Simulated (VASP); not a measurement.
Set up this calculation in VASP 6.6.1, as the native input.

```
Task                   : relaxation of cell and atoms
Functional             : PBE
Potentials or basis    : VASP PAW PBE potentials, release 64 (Li_sv, Mg, Mo_sv)
Cutoff                 : 600 eV
k mesh                 : 6 × 6 × 6
Occupations            : gaussian, width 0.1 eV
Spin                   : no spin polarisation
Dipole correction      : no
Further INCAR settings : ALGO = Fast; EDIFF = 1e-07; IBRION = 2; EDIFFG = -0.01; NSW = 100; ISIF = 3
```

The structure of LiMg6Mo lies in POSCAR:

```
LiMg6Mo
1.0
    3.9921364132      2.3048610328      3.5430124007
   -3.9921364132      2.3048610328      3.5430124007
    0.0000000000     -4.6097220656      3.5430124007
Li Mg Mo
1 6 1
Direct
    0.5000000000      0.5000000000      0.5000000000
    0.3300070202      0.3300070202      0.9601101786
    0.9601101786      0.3300070202      0.3300070202
    0.3300070202      0.9601101786      0.3300070202
    0.0398898214      0.6699929798      0.6699929798
    0.6699929798      0.6699929798      0.0398898214
    0.6699929798      0.0398898214      0.6699929798
    0.0000000000      0.0000000000      0.0000000000
```

One way to write it, as run:

INCAR

```
  PREC = Accurate
  ENCUT = 600
  EDIFF = 1E-7
  ISMEAR = 0
  SIGMA = 0.1
  LREAL = F
  LASPH = T
  NELM = 100
  ALGO = Fast
  ISIF = 3
  LWAVE = F
  LCHARG = F
  GGA = PE
  IBRION = 2
  NSW = 100
  EDIFFG = -0.01
```

KPOINTS

```
regular mesh
0
Gamma
  6 6 6
```

Potentials or basis: VASP PAW PBE potentials, release 64 (Li_sv, Mg, Mo_sv).

Run with:

```bash
$ cat potpaw_PBE.64/Li_sv/POTCAR potpaw_PBE.64/Mg/POTCAR potpaw_PBE.64/Mo_sv/POTCAR > POTCAR
$ mpirun -np 1 vasp_std > vasp.out
```

Results of the run:

| Item | Value |
| --- | --- |
| Relaxed volume | 23.99 Å³/atom |
| Relaxed cell | a = 5.785 Å, b = 5.785 Å, c = 5.785 Å, α = 85.58°, β = 85.58°, γ = 85.58° |
| Space group after relaxing (to 0.1 Å) | R-3m (No. 166) |
| Energy gained by relaxing | 1.4 meV/atom |
| Ionic steps | 9 |
| Pressure after relaxing | 0.0 GPa |
| Largest force after relaxing | 0.008 eV/Å |
| Band gap on the k mesh | zero (an odd number of electrons rules out a gap without spin polarisation) |

Caveat: the cutoff is under 1.25 times the usual one of these potentials, so pressure, stress and relaxed cells hold a basis-set (Pulay) error.

Run time: 37 min on 1 thread of Oxide Virtual Turin-like Processor, on a shared host, peak memory 0.43 GiB.
